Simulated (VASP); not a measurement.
SnTe, 2 atoms in the cell. Symmetry: R3m, No. 160, trigonal system. The conventional cell has a = 6.434 Å, b = 6.434 Å, c = 7.880 Å, α = 90.00°, β = 90.00°, γ = 120.00°. Within 2.6 Å of Sn (site symmetry 3m) lie 1 Te at 1.97 Å. Within 2.6 Å of Te (site symmetry 3m) lie 1 Sn at 1.97 Å.  This cell differs from its parent crystal: ratio of the length along [111] to the lengths across it x 0.5, volume and fractional coordinates fixed.

- Program: VASP 6.6.1
- Task: single point
- Functional: PBE
- Potentials or basis: VASP PAW PBE potentials, release 64 (Sn_d, Te)
- Cutoff: 520 eV
- k mesh: 10 × 10 × 10
- Occupations: gaussian, width 0.03 eV
- Spin: no spin polarisation
- Dipole correction: no
- Further INCAR settings: ALGO = Normal; EDIFF = 1e-07; NBANDS = 17

Potentials or basis: VASP PAW PBE potentials, release 64 (Sn_d, Te).

Launch:

```console
$ cat potpaw_PBE.64/Sn_d/POTCAR potpaw_PBE.64/Te/POTCAR > POTCAR
$ mpirun -np 1 vasp_std > vasp.out
```

Hardware: 1 thread of Intel(R) Xeon(R) 6975P-C (Granite Rapids), with other jobs on the host.

Question: Estimate the wall time of this run.

Answer: Run time: 54 s on 1 thread of Intel(R) Xeon(R) 6975P-C (Granite Rapids) (shared host), peak memory 0.34 GiB. Counts: scf iterations 16, k points 116.
